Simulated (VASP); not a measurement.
# Cu (Fm-3m) in VASP: single point with r2SCAN

Aim: the single point of Cu with r2SCAN.

All numbers are computed with VASP 6.6.1; they aren't measurements. Logs are shortened: lines on timing, memory, paths and dates and some standing lists are left out, and cuts for length are marked.

## 1. The cell of the first run

Symmetry: Fm-3m, No. 225, cubic system. Conventional cell: a = 3.577 Å, b = 3.577 Å, c = 3.577 Å, α = 90.00°, β = 90.00°, γ = 90.00°. Within 3.3 Å of Cu (site symmetry m-3m) lie 12 Cu at 2.53 Å.

## 2. Single point, r2SCAN

File POSCAR:

```
Cu
1.0
    0.0000000000      1.7886387423      1.7886387423
    1.7886387423      0.0000000000      1.7886387423
    1.7886387423      1.7886387423      0.0000000000
Cu
1
Direct
    0.0000000000      0.0000000000      0.0000000000
```

File INCAR.step1:

```
SYSTEM = Cu
PREC = Accurate
ENCUT = 520
ISMEAR = 0
SIGMA = 0.05
LREAL = .False.
LASPH = .True.
NELM = 60
NBANDS = 12
GGA = PE
ALGO = Normal
EDIFF = 1E-4
LWAVE = .True.
LCHARG = .False.
```

File INCAR.step2:

```
SYSTEM = Cu
PREC = Accurate
ENCUT = 520
EDIFF = 1E-6
ISMEAR = 0
SIGMA = 0.05
LREAL = .False.
LASPH = .True.
NELM = 60
ALGO = Normal
ISIF = 2
LWAVE = .False.
LCHARG = .False.
METAGGA = R2SCAN
LMIXTAU = .True.
NBANDS = 12
ISTART = 1
```

File KPOINTS:

```
Automatic mesh
0
Gamma
  20 20 20
  0 0 0
```

Potentials or basis: VASP PAW PBE potentials, release 64 (Cu).

Launch:

```console
cat potpaw_PBE.64/Cu/POTCAR > POTCAR
cp INCAR.step1 INCAR
mpirun -np 1 vasp_std > vasp.out
cp INCAR.step2 INCAR
mpirun -np 1 vasp_std > vasp.out
```

OUTCAR:

```text
SYSTEM = Cu
   PREC = Accurate
   ENCUT = 520
   EDIFF = 1E-6
   ISMEAR = 0
   LREAL = .False.
   LASPH = .True.
   NELM = 60
   ISIF = 2
   METAGGA = R2SCAN
   ISTART = 1

 ion  position               nearest neighbor table
   1  0.000  0.000  0.000-

  LATTYP: Found a face centered cubic cell.
 ALAT       =     3.5772774846

  Lattice vectors:

 A1 = (   0.0000000000,   1.7886387423,   1.7886387423)
 A2 = (   1.7886387423,   0.0000000000,   1.7886387423)
 A3 = (   1.7886387423,   1.7886387423,   0.0000000000)

Analysis of symmetry for initial positions (statically):
=====================================================================
 Subroutine PRICEL returns:
 Original cell was already a primitive cell.

 Routine SETGRP: Setting up the symmetry group for a
 face centered cubic supercell.

 Subroutine GETGRP returns: Found 48 space group operations
 (whereof 48 operations were pure point group operations)
 out of a pool of 48 trial point group operations.

The static configuration has the point symmetry O_h .

Analysis of symmetry for dynamics (positions and initial velocities):
=====================================================================
 Subroutine PRICEL returns:
 Original cell was already a primitive cell.

 Routine SETGRP: Setting up the symmetry group for a
 face centered cubic supercell.

 Subroutine GETGRP returns: Found 48 space group operations
 (whereof 48 operations were pure point group operations)
 out of a pool of 48 trial point group operations.

The dynamic configuration has the point symmetry O_h .

 Subroutine INISYM returns: Found 48 space group operations
 (whereof 48 operations are pure point group operations),
 and found     1 'primitive' translations

----------------------------------------------------------------------------------------

                                     Primitive cell

  volume of cell :      11.4445

  direct lattice vectors                    reciprocal lattice vectors
     0.000000000  1.788638742  1.788638742    -0.279542195  0.279542195  0.279542195
     1.788638742  0.000000000  1.788638742     0.279542195 -0.279542195  0.279542195
     1.788638742  1.788638742  0.000000000     0.279542195  0.279542195 -0.279542195

  length of vectors
     2.529517168  2.529517168  2.529517168     0.484181285  0.484181285  0.484181285

  position of ions in fractional coordinates (direct lattice)
     0.000000000  0.000000000  0.000000000

  ion indices of the primitive-cell ions
   primitive index   ion index
                 1           1

----------------------------------------------------------------------------------------

 KPOINTS: Automatic mesh

Automatic generation of k-mesh.
 Grid dimensions read from file:
 generate k-points for:   20   20   20

 Generating k-lattice:

  Cartesian coordinates                     Fractional coordinates (reciprocal lattice)
    -0.013977110  0.013977110  0.013977110     0.050000000  0.000000000  0.000000000
     0.013977110 -0.013977110  0.013977110     0.000000000  0.050000000  0.000000000
     0.013977110  0.013977110 -0.013977110     0.000000000  0.000000000  0.050000000

  Length of vectors
     0.024209064  0.024209064  0.024209064

  Shift w.r.t. Gamma in fractional coordinates (k-lattice)
     0.000000000  0.000000000  0.000000000

 Subroutine IBZKPT returns following result:
 ===========================================

 Found    256 irreducible k-points:

 Following reciprocal coordinates:
            Coordinates               Weight
  0.000000  0.000000  0.000000      1.000000
  0.050000  0.000000  0.000000      8.000000
  0.100000  0.000000  0.000000      8.000000
  0.150000  0.000000  0.000000      8.000000
  0.200000  0.000000  0.000000      8.000000
  0.250000  0.000000  0.000000      8.000000
[... 16 lines left out ...]
 -0.400000  0.050000  0.000000     24.000000
 -0.350000  0.050000  0.000000     24.000000
 [... further k-points ...]
   k-points           NKPTS =    256   k-points in BZ     NKDIM =    256   number of bands    NBANDS=     12
   number of dos      NEDOS =    301   number of ions     NIONS =      1
   total plane-waves  NPLWV =   8000
   dimension x,y,z NGX =    20 NGY =   20 NGZ =   20
   dimension x,y,z NGXF=    40 NGYF=   40 NGZF=   40
   ions per type =               1
   NGX,Y,Z   is equivalent  to a cutoff of  13.14, 13.14, 13.14 a.u.
   NGXF,Y,Z  is equivalent  to a cutoff of  26.29, 26.29, 26.29 a.u.
 SYSTEM =  Cu
   PREC   = accura    normal or accurate (medium, high low for compatibility)
   ISTART =      1    job   : 0-new  1-cont  2-samecut
   ICHARG =      0    charge: 1-file 2-atom 10-const
   ISPIN  =      1    spin polarized calculation?
   LNONCOLLINEAR =      F non collinear calculations
   LSORBIT =      F    spin-orbit coupling
   LASPH  =      T    aspherical Exc in radial PAW
   ENCUT  =  520.0 eV  38.22 Ry    6.18 a.u.   4.70  4.70  4.70*2*pi/ulx,y,z
   NELM   =     60;   NELMIN=  2; NELMDL=  0     # of ELM steps
   EDIFF  = 0.1E-05   stopping-criterion for ELM
   LREAL  =      F    real-space projection
   EDIFFG = 0.1E-04   stopping-criterion for IOM
   NSW    =      0    number of steps for IOM
   IBRION =     -1    ionic relax: 0-MD 1-quasi-New 2-CG
   NFREE  =      0    steps in history (QN), initial steepest desc. (CG)
   ISIF   =      2    stress and relaxation
   ISYM   =      2    0-nonsym 1-usesym 2-fastsym
   POTIM  = 0.5000    time-step for ionic-motion
   TEBEG  =    0.0;   TEEND  =   0.0 temperature during run
   PSTRESS=    0.0 pullay stress
   NELECT =      11.0000    total number of electrons
   NUPDOWN=      -1.0000    fix difference up-down
   EMIN   =  10.00;   EMAX   =-10.00  energy-range for DOS
   EFERMI =   0.00;   METHOD = LEGACY
   ISMEAR =     0;   SIGMA  =   0.05  broadening in eV -4-tet -1-fermi 0-gaus
   EFERMI_NEDOS =   21; number of points for ismear=-14 and -15
   IALGO  =     38    algorithm
   IMIX   =      4    mixing-type and parameters
     AMIX     =   0.40;   BMIX     =  1.00
     AMIX_MAG =   1.60;   BMIX_MAG =  1.00
  volume/ion in A,a.u.               =      11.44        77.23
  Fermi-wavevector in a.u.,A,eV,Ry     =   1.615622  3.053083 35.514396  2.610234
  Thomas-Fermi vector in A             =   2.710340
   LORBIT       =      0    0 simple, 1 ext, 2 COOP (PROOUT), +10 PAW based schemes
   METAGGA = R2SCAN    functional components
   LHFCALC =     F    Hartree Fock is set to
   AEXX    =    0.0000 exact exchange contribution
   IVDW    =     0    specifies the selected vdW correction
   LEPSILON=     F    determine dielectric tensor
   LRPA    =     F    only Hartree local field effects (RPA)
 non-spin polarized calculation
 Gauss-broadening in eV      SIGMA  =   0.05
  energy-cutoff  :      520.00
  volume of cell :       11.44
 maximum number of plane-waves:       331
   NGX =  9   NGY =  9   NGZ =  9

 number of electron      11.0000012 magnetization

 Free energy of the ion-electron system (eV)
  ---------------------------------------------------
  ext. energy  EPLUGINS =         0.00000000
  ---------------------------------------------------
  free energy    TOTEN  =       -10.82772721 eV

  energy without entropy =      -10.82744879  energy(sigma->0) =      -10.82758800

 E-fermi :   7.7573     XC(G=0): -13.9571

 val. band max:        7.7568999581   @ k =   0.5000   0.2500   0.1000
 cond. band min:       7.8038894461   @ k =  -0.4500   0.1000   0.0000
 fundamental gap:      0.0469894880
 Fermi energy:         7.7573379903

 k-point     1 :       0.0000    0.0000    0.0000
  band No.  band energies     occupation
      1      -2.1284      2.00000
      2       4.5564      2.00000
      3       4.5564      2.00000
      4       4.5564      2.00000
      5       5.4139      2.00000
      6       5.4139      2.00000
      7      31.4347      0.00000
      8      34.7191      0.00000
      9      34.7191      0.00000
     10      34.7194      0.00000
     11      37.1356      0.00000
     12      37.1356      0.00000

 k-point     2 :       0.0500    0.0000    0.0000
  band No.  band energies     occupation
      1      -2.0315      2.00000
      2       4.5350      2.00000
      3       4.5750      2.00000
      4       4.5751      2.00000
      5       5.4063      2.00000
      6       5.4063      2.00000
      7      30.9733      0.00000
      8      33.3246      0.00000
      9      34.3755      0.00000
     10      34.3757      0.00000
     11      37.6129      0.00000
     12      37.6129      0.00000

 k-point     3 :       0.1000    0.0000    0.0000
  band No.  band energies     occupation
      1      -1.7433      2.00000
      2       4.4756      2.00000
      3       4.6247      2.00000
      4       4.6248      2.00000
      5       5.3895      2.00000
      6       5.3895      2.00000
      7      29.0232      0.00000
      8      32.4348      0.00000
      9      33.7319      0.00000
     10      33.7321      0.00000
     11      38.6188      0.00000
     12      38.6189      0.00000
[... 286 lines left out ...]
 k-point    23 :      -0.4000    0.0500    0.0000
  band No.  band energies     occupation
      1       2.2599      2.00000
      2       4.5166      2.00000
      3       4.5665      2.00000
      4       5.3038      2.00000
      5       5.8980      2.00000
      6       6.3944      2.00000
      7      13.6643      0.00000
      8      28.8280      0.00000
      9      30.8929      0.00000
     10      31.8257      0.00000
     11      34.6588      0.00000
     12      36.1352      0.00000

 k-point    24 :      -0.3500    0.0500    0.0000
  band No.  band energies     occupation
      1       1.8997      2.00000
      2       4.5719      2.00000
      3       4.6144      2.00000
      4       4.7503      2.00000
      5       5.7600      2.00000
      6       6.0634      2.00000
      7      15.6053      0.00000
      8      28.7908      0.00000
      9      31.2794      0.00000
     10      32.6006      0.00000
     11      34.7317      0.00000
     12      36.6145      0.00000

 [... further k-points ...]

------------------------ aborting loop because EDIFF is reached ----------------------------------------

  FORCE on cell =-STRESS in cart. coord.  units (eV):
  Direction    XX          YY          ZZ          XY          YZ          ZX
  --------------------------------------------------------------------------------------
  -------------------------------------------------------------------------------------
  Total        0.0294994      0.0294994      0.0294994      0.0000000      0.0000000      0.0000000
  in kB        4.1297645      4.1297645      4.1297645      0.0000000      0.0000000      0.0000000
  external PRESSURE =       4.1297645 kB  Pullay stress =       0.0000000 kB

 VOLUME and BASIS-vectors are now :
 -----------------------------------------------------------------------------
  energy-cutoff  :      520.00
  volume of cell :       11.44
      direct lattice vectors                 reciprocal lattice vectors
     0.000000000  1.788638742  1.788638742    -0.279542195  0.279542195  0.279542195
     1.788638742  0.000000000  1.788638742     0.279542195 -0.279542195  0.279542195
     1.788638742  1.788638742  0.000000000     0.279542195  0.279542195 -0.279542195

 POSITION                                       TOTAL-FORCE (eV/Angst)
 -----------------------------------------------------------------------------------
      0.00000      0.00000      0.00000        -0.000000      0.000000      0.000000
 -----------------------------------------------------------------------------------
    total drift:                                0.000000     -0.000000      0.000000

  FREE ENERGIE OF THE ION-ELECTRON SYSTEM (eV)
  ---------------------------------------------------
  free  energy   TOTEN  =       -10.8277272064 eV

  energy  without entropy=      -10.8274487921  energy(sigma->0) =      -10.82758800
```

Wall time 3.4 min (1 thread of Intel Xeon 8259CL, shared host); peak memory 0.16 GiB.

Results:

```yaml
Free_energy: -10.8277 eV
Pressure: 0.4 GPa
```

Caveat: the PAW data sets were made with another functional, which shifts forces and pressure a little.
